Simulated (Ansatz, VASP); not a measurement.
One calculation of GaSb, two programs

```
Sb Ga
1.0
     0.00000    3.05900    3.05900
     3.05900    0.00000    3.05900
     3.05900    3.05900    0.00000
Sb Ga
1 1
Direct
  0.75000 0.75000 0.75000
  0.00000 0.00000 0.00000
```

Alike in both runs: task single point; functional B3LYP5; k mesh 4 × 4 × 4; occupations fermi-dirac, width 0.05 eV; no spin polarisation.

```csv
,VASP,Ansatz
version,VASP 6.6.1,Ansatz 0.2.0
potentials or method,"VASP PAW PBE potentials, release 64 (Sb, Ga_d)",Ansatz PAW
plane-wave cutoff (eV),520,420
valence electrons in the cell,18,28
```

```csv
,VASP,Ansatz,Ansatz less VASP
gap on the k mesh at the Fermi level (eV),1.09,0.99,-0.101
least direct gap on the mesh (eV),1.09,0.99,-0.101
pressure (GPa),3.1,3.4,+0.21
```

VASP's potentials were made for PBE, not for B3LYP5. With one functional, cell and mesh, what is left measures potentials, basis and numerics. VASP's potentials hold 18 valence electrons a cell and Ansatz's 28, so a difference there can come from the potentials and not from the codes.

The k mesh is coarse, so the values compare programs but aren't converged. Neither program's run includes spin-orbit coupling.
